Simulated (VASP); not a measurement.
Set up this calculation in VASP 6.6.1, as the native input.

```
Task                               : single point
Functional                         : HSE06
Potentials or basis                : VASP PAW PBE potentials, release 64 (Co, O)
Cutoff                             : 520 eV
k mesh                             : 6 × 6 × 6
Occupations                        : fermi-dirac, width 0.05 eV
Spin                               : collinear spin, ferromagnetic start
Starting moments                   : [2.0, 0.0] μB
Dipole correction                  : no
Grid for exact exchange (PRECFOCK) : Normal
Further INCAR settings             : ALGO = Normal; EDIFF = 1e-06; NBANDS = 18
Share of exact exchange            : 0.25
Screening parameter                : 0.2079 1/Å
```

Crystal: CoO.

```xyz
2
Lattice="0.0000 2.0880 2.0880 2.0880 0.0000 2.0880 2.0880 2.0880 0.0000" Properties=species:S:1:pos:R:3 pbc="T T T"
Co    0.0000    0.0000    0.0000
O     2.0880    2.0880    2.0880
```

One way to write it, as run:

POSCAR

```
CoO
1.0
    0.0000000000      2.0879877907      2.0879877907
    2.0879877907      0.0000000000      2.0879877907
    2.0879877907      2.0879877907      0.0000000000
Co O
1 1
Direct
    0.0000000000      0.0000000000      0.0000000000
    0.5000000000      0.5000000000      0.5000000000
```

INCAR.step1

```
SYSTEM = CoO
PREC = Accurate
ENCUT = 520
EDIFF = 1E-5
ISMEAR = -1
SIGMA = 0.05
LREAL = .False.
LASPH = .True.
NELM = 150
ALGO = Normal
ISIF = 2
LWAVE = .True.
ISPIN = 2
MAGMOM = 2 0
LORBIT = 11
LMAXMIX = 4
GGA = PE
NBANDS = 18
```

INCAR.step2

```
SYSTEM = CoO
PREC = Accurate
ENCUT = 520
EDIFF = 1E-6
ISMEAR = -1
SIGMA = 0.05
LREAL = .False.
LASPH = .True.
NELM = 150
ALGO = Normal
ISIF = 2
LWAVE = .False.
LCHARG = .True.
ISPIN = 2
MAGMOM = 2 0
LORBIT = 11
LMAXMIX = 4
GGA = PE
LHFCALC = .True.
HFSCREEN = 0.2079
PRECFOCK = Normal
LELF = .True.
LVHAR = .True.
ISTART = 1
NBANDS = 18
```

KPOINTS

```
Automatic mesh
0
Gamma
  6 6 6
  0 0 0
```

Potentials or basis: VASP PAW PBE potentials, release 64 (Co, O).

The run is started by

```console
$ cat potpaw_PBE.64/Co/POTCAR potpaw_PBE.64/O/POTCAR > POTCAR
$ cp INCAR.step1 INCAR
$ mpirun -np 1 vasp_std > vasp.out
$ cp INCAR.step2 INCAR
$ mpirun -np 1 vasp_std > vasp.out
```

It gave:

* Pressure: 4.5 GPa
* Band gap on the k mesh: zero (filled and empty bands overlap)
* Net moment: 3.00 μB per cell
* Site moments: Co +2.71; O +0.28 μB
* Valence electrons inside the program's atomic spheres: Co 7.84; O 5.07

Caveat: the k points lie up to 0.43 Å⁻¹ apart, too coarse for converged energies and pressures of a metal; the PAW data sets were made with another functional, which shifts forces and pressure a little; a cell with one magnetic atom can't hold antiferromagnetic order, which such compounds often take.

Wall time 38 min on 1 thread of Intel(R) Xeon(R) 6975P-C (Granite Rapids) (shared host), peak memory 0.26 GiB.
